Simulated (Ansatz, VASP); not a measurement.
# Al3GaN4: VASP beside Ansatz

```
Al Ga N
1.0
     4.76452    0.00000    0.00000
     0.00000    4.76452    0.00000
     0.00000    0.00000    3.97170
Al Ga N
3 1 4
Direct
  0.50000 0.50000 0.00000
  0.50000 0.00000 0.50000
  0.00000 0.50000 0.50000
  0.00000 0.00000 0.00000
  0.74471 0.74471 0.25529
  0.74471 0.25529 0.74471
  0.25529 0.74471 0.74471
  0.25529 0.25529 0.25529
```

Alike in both runs: task single point; functional PBEsol; k mesh 6 × 6 × 6; occupations gaussian, width 0.05 eV; no spin polarisation.

|  | VASP | Ansatz |
| --- | --- | --- |
| version | VASP 6.6.1 | Ansatz 0.2.0 |
| potentials or method | VASP PAW PBE potentials, release 64 (Al, Ga_d, N), cutoff 520 eV | scalar-relativistic, plane waves, PAW |
| valence electrons in the cell | 42 | 42 |

VASP gave:

| Property | Result |
| --- | --- |
| gap on the k mesh at the Fermi level (eV) | 2.50 |
| least direct gap on the mesh (eV) | 2.50 |
| pressure (GPa) | -11.7 |
| traceless stress, the component that is largest in VASP (GPa) | 10.34 |
| rms of the force components (eV/Å) | 0.070 |

Problem. Which values does Ansatz return?

Solution. gap on the k mesh at the Fermi level (eV): 2.49; least direct gap on the mesh (eV): 2.49; pressure (GPa): -11.6; traceless stress, the component that is largest in VASP (GPa): 10.31; rms of the force components (eV/Å): 0.070.

VASP's potentials were made for PBE, not for PBEsol. Atom by atom the forces differ by 0.000 eV/Å (rms over components). The functional is the same, so the differences come from potentials, cutoffs and numerics.
